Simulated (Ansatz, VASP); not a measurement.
# Two plane-wave programs on C

```
C
1.0
     2.44555    0.00000    0.00000
     0.00000    4.23347    0.00000
    -0.13471    0.00000    6.73532
C
8
Cartesian
  1.1554 2.8224 3.3677
  -0.0674 3.5278 3.3677
  1.2228 0.7057 0.0000
  0.0000 1.4111 0.0000
  0.0000 2.8224 0.0000
  1.2228 3.5278 0.0000
  -0.0674 0.7057 3.3677
  1.1554 1.4111 3.3677
```

Change from the starting cell: shear of c along a, cell held, atoms relaxed: -2.0 %.

Alike in both runs: functional LDA; k mesh 14 × 8 × 6; occupations gaussian, width 0.1 eV; no spin polarisation.

Ansatz relaxed the structure, and its values are those at the end. VASP's run is a single point on that final structure, the one shown.

|  | VASP | Ansatz |
| --- | --- | --- |
| version | VASP 6.6.1 | Ansatz 0.2.0 |
| potentials or method | VASP PAW LDA potentials, release 64 (C), cutoff 520 eV | scalar-relativistic, plane waves, PAW |
| valence electrons in the cell | 32 | 32 |

```csv
,VASP,Ansatz,Ansatz less VASP
gap on the k mesh at the Fermi level (eV),none,none,-
pressure (GPa),0.8,0.0,-0.80
rms of the force components (eV/Å),0.004,0.004,0.0000
```

LDA's correlation is that of Perdew and Zunger in VASP and of Perdew and Wang (1992) in Ansatz. A gap of «none» marks a metal or a gap that the smearing closes. Ansatz's warnings: stress scf threshold loose.
